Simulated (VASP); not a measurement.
# SrCl2 (Fm-3m) in VASP: further runs

SrCl2 is run at these levels: r2SCAN; tasks: single point.

All numbers are computed with VASP 6.6.1; they aren't measurements. Logs are shortened: lines on timing, memory, paths and dates and some standing lists are left out, and cuts for length are marked.

## 1. The cell of the first run

Symmetry: Fm-3m, No. 225, cubic system. Conventional cell: a = 6.853 Å, b = 6.853 Å, c = 6.853 Å, α = 90.00°, β = 90.00°, γ = 90.00°. Within 3.9 Å of Sr (site symmetry m-3m) lie 8 Cl at 2.97 Å. Within 3.9 Å of Cl (site symmetry -43m) lie 4 Sr at 2.97 Å and 6 Cl at 3.43 Å.

## 2. Single point, r2SCAN (26.82 Å³/atom)

Input file POSCAR:

```
SrCl2
1.0
    0.0000000000      3.4263160493      3.4263160493
    3.4263160493      0.0000000000      3.4263160493
    3.4263160493      3.4263160493      0.0000000000
Sr Cl
1 2
Direct
    0.0000000000      0.0000000000      0.0000000000
    0.2500000000      0.2500000000      0.2500000000
    0.7500000000      0.7500000000      0.7500000000
```

Input file INCAR.step1:

```
ALGO = Normal
EDIFF = 1E-4
ENCUT = 520
GGA = PE
ISMEAR = 0
LASPH = True
LCHARG = False
LREAL = False
LWAVE = True
NBANDS = 19
NELM = 80
PREC = Accurate
SIGMA = 0.01
```

Input file INCAR.step2:

```
ALGO = Normal
EDIFF = 1E-6
ENCUT = 520
ISIF = 2
ISMEAR = 0
ISTART = 1
LASPH = True
LCHARG = False
LMIXTAU = True
LREAL = False
LWAVE = False
METAGGA = R2SCAN
NBANDS = 19
NELM = 80
PREC = Accurate
SIGMA = 0.01
```

Input file KPOINTS:

```
k-points
0
Gamma
  6 6 6
```

Potentials or basis: VASP PAW PBE potentials, release 64 (Sr_sv, Cl).

Command:

```console
cat potpaw_PBE.64/Sr_sv/POTCAR potpaw_PBE.64/Cl/POTCAR > POTCAR
cp INCAR.step1 INCAR
mpirun -np 1 vasp_std > vasp.out
cp INCAR.step2 INCAR
mpirun -np 1 vasp_std > vasp.out
```

OUTCAR:

```text
EDIFF = 1E-6
   ENCUT = 520
   ISIF = 2
   ISMEAR = 0
   ISTART = 1
   LASPH = True
   LREAL = False
   METAGGA = R2SCAN
   NELM = 80
   PREC = Accurate

 ion  position               nearest neighbor table
   1  0.000  0.000  0.000-   3 2.97   3 2.97   3 2.97   2 2.97   2 2.97   2 2.97   3 2.97   2 2.97

   2  0.250  0.250  0.250-   1 2.97   1 2.97   1 2.97   1 2.97
   3  0.750  0.750  0.750-   1 2.97   1 2.97   1 2.97   1 2.97

  LATTYP: Found a face centered cubic cell.
 ALAT       =     6.8526320986

  Lattice vectors:

 A1 = (   0.0000000000,   3.4263160493,   3.4263160493)
 A2 = (   3.4263160493,   0.0000000000,   3.4263160493)
 A3 = (   3.4263160493,   3.4263160493,   0.0000000000)

Analysis of symmetry for initial positions (statically):
=====================================================================
 Subroutine PRICEL returns:
 Original cell was already a primitive cell.

 Routine SETGRP: Setting up the symmetry group for a
 face centered cubic supercell.

 Subroutine GETGRP returns: Found 48 space group operations
 (whereof 48 operations were pure point group operations)
 out of a pool of 48 trial point group operations.

The static configuration has the point symmetry O_h .

Analysis of symmetry for dynamics (positions and initial velocities):
=====================================================================
 Subroutine PRICEL returns:
 Original cell was already a primitive cell.

 Routine SETGRP: Setting up the symmetry group for a
 face centered cubic supercell.

 Subroutine GETGRP returns: Found 48 space group operations
 (whereof 48 operations were pure point group operations)
 out of a pool of 48 trial point group operations.

The dynamic configuration has the point symmetry O_h .

 Subroutine INISYM returns: Found 48 space group operations
 (whereof 48 operations are pure point group operations),
 and found     1 'primitive' translations

----------------------------------------------------------------------------------------

                                     Primitive cell

  volume of cell :      80.4474

  direct lattice vectors                    reciprocal lattice vectors
     0.000000000  3.426316049  3.426316049    -0.145929328  0.145929328  0.145929328
     3.426316049  0.000000000  3.426316049     0.145929328 -0.145929328  0.145929328
     3.426316049  3.426316049  0.000000000     0.145929328  0.145929328 -0.145929328

  length of vectors
     4.845542626  4.845542626  4.845542626     0.252757011  0.252757011  0.252757011

  position of ions in fractional coordinates (direct lattice)
     0.000000000  0.000000000  0.000000000
     0.250000000  0.250000000  0.250000000
     0.750000000  0.750000000  0.750000000

  ion indices of the primitive-cell ions
   primitive index   ion index
                 1           1
                 2           2
                 3           3

----------------------------------------------------------------------------------------

 KPOINTS: k-points

Automatic generation of k-mesh.
 Grid dimensions read from file:
 generate k-points for:    6    6    6

 Generating k-lattice:

  Cartesian coordinates                     Fractional coordinates (reciprocal lattice)
    -0.024321555  0.024321555  0.024321555     0.166666667  0.000000000  0.000000000
     0.024321555 -0.024321555  0.024321555     0.000000000  0.166666667  0.000000000
     0.024321555  0.024321555 -0.024321555     0.000000000  0.000000000  0.166666667

  Length of vectors
     0.042126169  0.042126169  0.042126169

  Shift w.r.t. Gamma in fractional coordinates (k-lattice)
     0.000000000  0.000000000  0.000000000

 Subroutine IBZKPT returns following result:
 ===========================================

 Found     16 irreducible k-points:

 Following reciprocal coordinates:
            Coordinates               Weight
  0.000000  0.000000  0.000000      1.000000
  0.166667  0.000000  0.000000      8.000000
  0.333333  0.000000  0.000000      8.000000
  0.500000  0.000000  0.000000      4.000000
  0.166667  0.166667  0.000000      6.000000
  0.333333  0.166667  0.000000     24.000000
[... 8 lines left out ...]
 -0.333333  0.333333  0.166667     24.000000
 -0.333333  0.500000  0.166667     12.000000
   k-points           NKPTS =     16   k-points in BZ     NKDIM =     16   number of bands    NBANDS=     19
   number of dos      NEDOS =    301   number of ions     NIONS =      3
   total plane-waves  NPLWV =  46656
   dimension x,y,z NGX =    36 NGY =   36 NGZ =   36
   dimension x,y,z NGXF=    72 NGYF=   72 NGZF=   72
   ions per type =               1   2
   NGX,Y,Z   is equivalent  to a cutoff of  12.35, 12.35, 12.35 a.u.
   NGXF,Y,Z  is equivalent  to a cutoff of  24.70, 24.70, 24.70 a.u.
 SYSTEM =  unknown system
   PREC   = accura    normal or accurate (medium, high low for compatibility)
   ISTART =      1    job   : 0-new  1-cont  2-samecut
   ICHARG =      0    charge: 1-file 2-atom 10-const
   ISPIN  =      1    spin polarized calculation?
   LNONCOLLINEAR =      F non collinear calculations
   LSORBIT =      F    spin-orbit coupling
   LASPH  =      T    aspherical Exc in radial PAW
   ENCUT  =  520.0 eV  38.22 Ry    6.18 a.u.   9.01  9.01  9.01*2*pi/ulx,y,z
   NELM   =     80;   NELMIN=  2; NELMDL=  0     # of ELM steps
   EDIFF  = 0.1E-05   stopping-criterion for ELM
   LREAL  =      F    real-space projection
   EDIFFG = 0.1E-04   stopping-criterion for IOM
   NSW    =      0    number of steps for IOM
   IBRION =     -1    ionic relax: 0-MD 1-quasi-New 2-CG
   NFREE  =      0    steps in history (QN), initial steepest desc. (CG)
   ISIF   =      2    stress and relaxation
   ISYM   =      2    0-nonsym 1-usesym 2-fastsym
   POTIM  = 0.5000    time-step for ionic-motion
   TEBEG  =    0.0;   TEEND  =   0.0 temperature during run
   PSTRESS=    0.0 pullay stress
   NELECT =      24.0000    total number of electrons
   NUPDOWN=      -1.0000    fix difference up-down
   EMIN   =  10.00;   EMAX   =-10.00  energy-range for DOS
   EFERMI =   0.00;   METHOD = LEGACY
   ISMEAR =     0;   SIGMA  =   0.01  broadening in eV -4-tet -1-fermi 0-gaus
   EFERMI_NEDOS =   21; number of points for ismear=-14 and -15
   IALGO  =     38    algorithm
   IMIX   =      4    mixing-type and parameters
     AMIX     =   0.40;   BMIX     =  1.00
     AMIX_MAG =   1.60;   BMIX_MAG =  1.00
  volume/ion in A,a.u.               =      26.82       180.96
  Fermi-wavevector in a.u.,A,eV,Ry     =   1.093892  2.067156 16.280731  1.196600
  Thomas-Fermi vector in A             =   2.230186
   LORBIT       =      0    0 simple, 1 ext, 2 COOP (PROOUT), +10 PAW based schemes
   METAGGA = R2SCAN    functional components
   LHFCALC =     F    Hartree Fock is set to
   AEXX    =    0.0000 exact exchange contribution
   IVDW    =     0    specifies the selected vdW correction
   LEPSILON=     F    determine dielectric tensor
   LRPA    =     F    only Hartree local field effects (RPA)
 non-spin polarized calculation
 Gauss-broadening in eV      SIGMA  =   0.01
  energy-cutoff  :      520.00
  volume of cell :       80.45
 maximum number of plane-waves:      2200
   NGX = 17   NGY = 17   NGZ = 17

 number of electron      23.9999999 magnetization

 Free energy of the ion-electron system (eV)
  ---------------------------------------------------
  ext. energy  EPLUGINS =         0.00000000
  ---------------------------------------------------
  free energy    TOTEN  =       -35.65291578 eV

  energy without entropy =      -35.65291578  energy(sigma->0) =      -35.65291578

 E-fermi :   0.2234     XC(G=0):  -9.0199

 val. band max:        0.1470510230   @ k =   0.5000   0.5000   0.0000
 cond. band min:       6.1020611211   @ k =   0.5000   0.5000   0.0000
 fundamental gap:      5.9550100981
 Fermi energy:         0.2234170947

 k-point     1 :       0.0000    0.0000    0.0000
  band No.  band energies     occupation
      1     -33.6320      2.00000
      2     -15.0268      2.00000
      3     -15.0268      2.00000
      4     -15.0268      2.00000
      5     -13.9191      2.00000
      6     -12.9268      2.00000
[... 11 lines left out ...]
     18       9.8620      0.00000
     19      10.5387      0.00000

 k-point     2 :       0.1667    0.0000    0.0000
  band No.  band energies     occupation
      1     -33.6308      2.00000
      2     -15.1793      2.00000
      3     -15.0313      2.00000
      4     -15.0313      2.00000
      5     -13.6974      2.00000
      6     -12.9919      2.00000
[... 11 lines left out ...]
     18       9.7221      0.00000
     19      10.9433      0.00000

 k-point     3 :       0.3333    0.0000    0.0000
  band No.  band energies     occupation
      1     -33.6285      2.00000
      2     -15.3835      2.00000
      3     -15.0403      2.00000
      4     -15.0403      2.00000
      5     -13.4599      2.00000
      6     -13.0039      2.00000
[... 11 lines left out ...]
     18       9.6496      0.00000
     19      10.2034      0.00000

 k-point     4 :       0.5000    0.0000    0.0000
  band No.  band energies     occupation
      1     -33.6273      2.00000
      2     -15.4601      2.00000
      3     -15.0449      2.00000
      4     -15.0449      2.00000
      5     -13.4606      2.00000
      6     -12.9094      2.00000
[... 11 lines left out ...]
     18       9.7353      0.00000
     19      10.2205      0.00000

 k-point     5 :       0.1667    0.1667    0.0000
  band No.  band energies     occupation
      1     -33.6304      2.00000
      2     -15.2161      2.00000
      3     -15.0376      2.00000
      4     -15.0376      2.00000
      5     -13.6173      2.00000
      6     -13.0225      2.00000
[... 11 lines left out ...]
     18       9.7021      0.00000
     19      10.1702      0.00000

 k-point     6 :       0.3333    0.1667    0.0000
  band No.  band energies     occupation
      1     -33.6285      2.00000
      2     -15.3634      2.00000
      3     -15.0732      2.00000
      4     -15.0475      2.00000
      5     -13.3516      2.00000
      6     -13.0895      2.00000
[... 11 lines left out ...]
     18       9.6801      0.00000
     19      10.5441      0.00000

 k-point     7 :       0.5000    0.1667    0.0000
  band No.  band energies     occupation
      1     -33.6269      2.00000
      2     -15.4268      2.00000
      3     -15.1382      2.00000
      4     -15.0512      2.00000
      5     -13.3219      2.00000
      6     -12.9733      2.00000
[... 11 lines left out ...]
     18       9.9784      0.00000
     19      10.3259      0.00000

 k-point     8 :      -0.3333    0.1667    0.0000
  band No.  band energies     occupation
      1     -33.6273      2.00000
      2     -15.3944      2.00000
      3     -15.1488      2.00000
      4     -15.0449      2.00000
      5     -13.3118      2.00000
      6     -13.0160      2.00000
[... 11 lines left out ...]
     18       9.8762      0.00000
     19      10.3051      0.00000

 k-point     9 :      -0.1667    0.1667    0.0000
  band No.  band energies     occupation
      1     -33.6292      2.00000
      2     -15.2965      2.00000
      3     -15.0813      2.00000
      4     -15.0350      2.00000
      5     -13.4543      2.00000
      6     -13.0629      2.00000
[... 11 lines left out ...]
     18      10.0539      0.00000
     19      11.0028      0.00000

 k-point    10 :       0.3333    0.3333    0.0000
  band No.  band energies     occupation
      1     -33.6273      2.00000
      2     -15.4620      2.00000
      3     -15.0593      2.00000
      4     -15.0593      2.00000
      5     -13.2028      2.00000
      6     -13.1288      2.00000
[... 11 lines left out ...]
     18       8.9612      0.00000
     19      10.8905      0.00000

 k-point    11 :       0.5000    0.3333    0.0000
  band No.  band energies     occupation
      1     -33.6261      2.00000
      2     -15.4855      2.00000
      3     -15.1365      2.00000
      4     -15.0638      2.00000
      5     -13.2199      2.00000
      6     -12.9894      2.00000
[... 11 lines left out ...]
     18      10.0986      0.00000
     19      11.1599      0.00000

 k-point    12 :      -0.3333    0.3333    0.0000
  band No.  band energies     occupation
      1     -33.6261      2.00000
      2     -15.3625      2.00000
      3     -15.2872      2.00000
      4     -15.0566      2.00000
      5     -13.1609      2.00000
      6     -13.0290      2.00000
[... 11 lines left out ...]
     18      10.4149      0.00000
     19      11.0232      0.00000

 k-point    13 :       0.5000    0.5000    0.0000
  band No.  band energies     occupation
      1     -33.6257      2.00000
      2     -15.5549      2.00000
      3     -15.0701      2.00000
      4     -15.0701      2.00000
      5     -13.2880      2.00000
      6     -12.9045      2.00000
[... 11 lines left out ...]
     18       9.8275      0.00000
     19      11.1493      0.00000

 k-point    14 :       0.5000    0.3333    0.1667
  band No.  band energies     occupation
      1     -33.6269      2.00000
      2     -15.4079      2.00000
      3     -15.1684      2.00000
      4     -15.0555      2.00000
      5     -13.1395      2.00000
      6     -13.1371      2.00000
[... 11 lines left out ...]
     18       9.9440      0.00000
     19      10.9288      0.00000

 k-point    15 :      -0.3333    0.3333    0.1667
  band No.  band energies     occupation
      1     -33.6261      2.00000
      2     -15.3714      2.00000
      3     -15.2735      2.00000
      4     -15.0615      2.00000
      5     -13.1596      2.00000
      6     -13.0301      2.00000
[... 11 lines left out ...]
     18      10.5297      0.00000
     19      10.7812      0.00000

 k-point    16 :      -0.3333    0.5000    0.1667
  band No.  band energies     occupation
      1     -33.6257      2.00000
      2     -15.4504      2.00000
      3     -15.2117      2.00000
      4     -15.0705      2.00000
      5     -13.1715      2.00000
      6     -12.9834      2.00000
[... 11 lines left out ...]
     18      10.9366      0.00000
     19      11.2195      0.00000

------------------------ aborting loop because EDIFF is reached ----------------------------------------

  FORCE on cell =-STRESS in cart. coord.  units (eV):
  Direction    XX          YY          ZZ          XY          YZ          ZX
  --------------------------------------------------------------------------------------
  -------------------------------------------------------------------------------------
  Total        1.3668440      1.3668440      1.3668440      0.0000000      0.0000000     -0.0000000
  in kB       27.2218278     27.2218278     27.2218278      0.0000000      0.0000000     -0.0000000
  external PRESSURE =      27.2218278 kB  Pullay stress =       0.0000000 kB

 VOLUME and BASIS-vectors are now :
 -----------------------------------------------------------------------------
  energy-cutoff  :      520.00
  volume of cell :       80.45
      direct lattice vectors                 reciprocal lattice vectors
     0.000000000  3.426316049  3.426316049    -0.145929328  0.145929328  0.145929328
     3.426316049  0.000000000  3.426316049     0.145929328 -0.145929328  0.145929328
     3.426316049  3.426316049  0.000000000     0.145929328  0.145929328 -0.145929328

 POSITION                                       TOTAL-FORCE (eV/Angst)
 -----------------------------------------------------------------------------------
      0.00000      0.00000      0.00000        -0.000000     -0.000000      0.000000
      1.71316      1.71316      1.71316        -0.000000     -0.000000     -0.000000
      5.13947      5.13947      5.13947         0.000000      0.000000      0.000000
 -----------------------------------------------------------------------------------
    total drift:                                0.000000      0.000000      0.000000

  FREE ENERGIE OF THE ION-ELECTRON SYSTEM (eV)
  ---------------------------------------------------
  free  energy   TOTEN  =       -35.6529157842 eV

  energy  without entropy=      -35.6529157842  energy(sigma->0) =      -35.65291578
```

It took 2.6 min on 1 thread of Intel Xeon 8259CL, shared host; peak memory 0.22 GiB.

What came out:

- Free energy: -35.6529 eV
- Pressure: 2.7 GPa
- Band gap on the k mesh: 5.96 eV

Caveat: the structure was generated, so it needn't be the stable form of SrCl2; the PAW data sets were made with another functional, which shifts forces and pressure a little.

[end of part 1 of 2]
